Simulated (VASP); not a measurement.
Runs of VASP 6.6.1 on SnO2. The structure is that of space group P4_2/mnm (No. 136), or close to it. The cells are those of the table. 

```csv
cell,gap on the mesh (eV),pressure (GPa),largest force (eV/Å)
"a = 4.828, b = 4.828, c = 3.497 Å, 6 atoms",0.11,-12.4,0.15
"a = 5.021, b = 5.021, c = 3.368 Å, 6 atoms",0.09,-15.4,0.32
"a = 5.021, b = 5.021, c = 3.238 Å, 6 atoms",(c),-9.9,0.27
"a = 5.214, b = 5.214, c = 3.238 Å, 6 atoms",(b),(d),0.69
"a = 4.828, b = 4.828, c = 3.368 Å, 6 atoms",0.12,(a),0.13
"a = 5.214, b = 5.214, c = 3.108 Å, 6 atoms",0.17,-10.6,0.60
"a = 5.214, b = 5.214, c = 2.979 Å, 6 atoms",0.68,-2.5,0.33
```

Alike in all rows: task single point; level PBE; potentials or basis VASP PAW PBE potentials, release 64 (Sn_d, O); no spin polarisation; k mesh 6 × 6 × 8; cutoff (eV) 520; smearing gaussian 0.05 eV.

**Question.** Estimate the missing entries.

**Answer.** (a) -7.0; (b) 0.08; (c) 0.06; (d) -16.3.

Caveats: semilocal functionals underestimate gaps, and a narrow one can read as zero; spin-orbit coupling is left out, which moves the levels of the heavy elements; the cell stands under tension (at least some runs); the stress differs along the axes, from -22 to -8 GPa (at least some runs); the stress differs along the axes, from -12 to -4 GPa (at least some runs); the stress differs along the axes, from -16 to -0 GPa (at least some runs); the stress differs along the axes, from -12 to 17 GPa (at least some runs).

A k mesh can miss the band edges, and the runs leave out spin-orbit coupling on Sn.
